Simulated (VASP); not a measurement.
## Ca3Sn3N2: single point with PBE

Ca3Sn3N2:

```
CELL_PARAMETERS angstrom
3.60566 -0.00330 0.00364
-1.80566 3.12691 0.00178
0.01591 0.01855 16.03923
ATOMIC_POSITIONS crystal
Ca 0.00111 0.00037 0.00000
Ca 0.66553 0.33199 0.16251
Ca 0.33644 0.66865 0.83750
Sn 0.33237 0.66691 0.35019
Sn 0.99806 0.99939 0.50000
Sn 0.66443 0.33199 0.64980
N 0.66841 0.33442 0.90241
N 0.33366 0.66629 0.09759
```

| Property | Result |
| --- | --- |
| Program | VASP 6.6.1 |
| Task | single point |
| Functional | PBE |
| Potentials or basis | VASP PAW PBE potentials, release 64 (Ca_sv, Sn_d, N) |
| Cutoff | 520 eV |
| k mesh | 6 × 6 × 2 |
| Occupations | gaussian, width 0.2 eV |
| Spin | no spin polarisation |

```yaml
Pressure: 0.2 GPa
Largest_force: 0.049 eV/Å
Band_gap_on_the_k_mesh: zero (band 41 reaches 8.35 eV, above the bottom of band 42 at 4.25 eV)
```

Forces in eV/Å, atoms in the order of the input:
```
Ca  -0.001  0.000  0.000
Ca   0.000  0.001  0.049
Ca  -0.001 -0.001 -0.049
Sn   0.001  0.000 -0.007
Sn   0.001  0.000  0.000
Sn   0.001  0.001  0.007
N   -0.001 -0.001  0.038
N    0.000  0.000 -0.038
```

Levels at points of the mesh, in eV from the Fermi level:
```csv
k point,band 37,band 38,band 39,band 40,band 41,band 42,band 43,band 44,band 45,band 46
"(0.00, 0.00, 0.00)",-0.51,-0.08,-0.08,0.07,3.41,3.69,3.73,4.18,4.44,4.47
"(0.50, 0.00, 0.00)",-1.09,-0.53,-0.50,-0.37,-0.06,0.48,0.77,0.77,2.29,2.77
"(0.00, 0.50, 0.00)",-1.09,-0.53,-0.50,-0.36,-0.05,0.46,0.78,0.80,2.32,2.78
"(0.50, 0.50, 0.00)",-1.09,-0.53,-0.50,-0.36,-0.05,0.47,0.77,0.81,2.33,2.78
"(0.00, 0.00, 0.50)",-0.51,-0.08,-0.08,0.55,2.80,3.68,3.72,4.52,4.55,4.86
"(0.50, 0.00, 0.50)",-1.15,-0.62,-0.47,-0.37,-0.05,0.54,0.77,0.78,2.30,2.79
"(0.00, 0.50, 0.50)",-1.15,-0.62,-0.47,-0.36,-0.05,0.52,0.78,0.80,2.33,2.79
"(0.50, 0.50, 0.50)",-1.15,-0.62,-0.47,-0.36,-0.05,0.52,0.78,0.81,2.33,2.79
```

Wall time 8.2 min on 1 thread of Oxide Virtual Turin-like Processor, with other jobs on the host, peak memory 0.46 GiB.

Caveat: spin-orbit coupling is left out, which moves the levels of the heavy elements.
